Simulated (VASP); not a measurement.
A run of VASP 6.6.1:

POSCAR

```
Au
1.0
    2.8608060062      0.0000000000      0.0000000000
   -1.4304030031      2.4775306767      0.0000000000
    0.0000000000      0.0000000000      4.8140459691
Au
2
Direct
    0.6666666667      0.3333333333      0.2500000000
    0.3333333333      0.6666666667      0.7500000000
```

The input INCAR.step1:

```
  PREC = Accurate
  ENCUT = 520
  EDIFF = 1E-5
  ISMEAR = -1
  SIGMA = 0.05
  LREAL = False
  LASPH = True
  NELM = 60
  ALGO = Normal
  ISIF = 2
  LWAVE = True
  LCHARG = False
  GGA = PE
  NBANDS = 18
```

The input INCAR.step2:

```
  PREC = Accurate
  ENCUT = 520
  EDIFF = 1E-6
  ISMEAR = -1
  SIGMA = 0.05
  LREAL = False
  LASPH = True
  NELM = 60
  ALGO = Normal
  ISIF = 2
  LWAVE = False
  LCHARG = False
  GGA = PE
  LHFCALC = True
  AEXX = 0.25
  PRECFOCK = Normal
  ISTART = 1
  NBANDS = 18
```

KPOINTS

```
Automatic mesh
0
Gamma
  6 6 4
```

Potentials or basis: VASP PAW PBE potentials, release 64 (Au).

Launch:

```console
$ cat potpaw_PBE.64/Au/POTCAR > POTCAR
$ cp INCAR.step1 INCAR
$ mpirun -np 1 vasp_std > vasp.out
$ cp INCAR.step2 INCAR
$ mpirun -np 1 vasp_std > vasp.out
```

Hardware: 1 thread of Intel(R) Xeon(R) Platinum 8259CL CPU @ 2.50GHz (Skylake/Cascade Lake), on a shared host.

**Question.** Estimate the wall time of this run.

**Answer.** It took 40 min on 1 thread of Intel(R) Xeon(R) Platinum 8259CL CPU @ 2.50GHz (Skylake/Cascade Lake) (shared host), peak memory 0.17 GiB. Counts: k points 21.
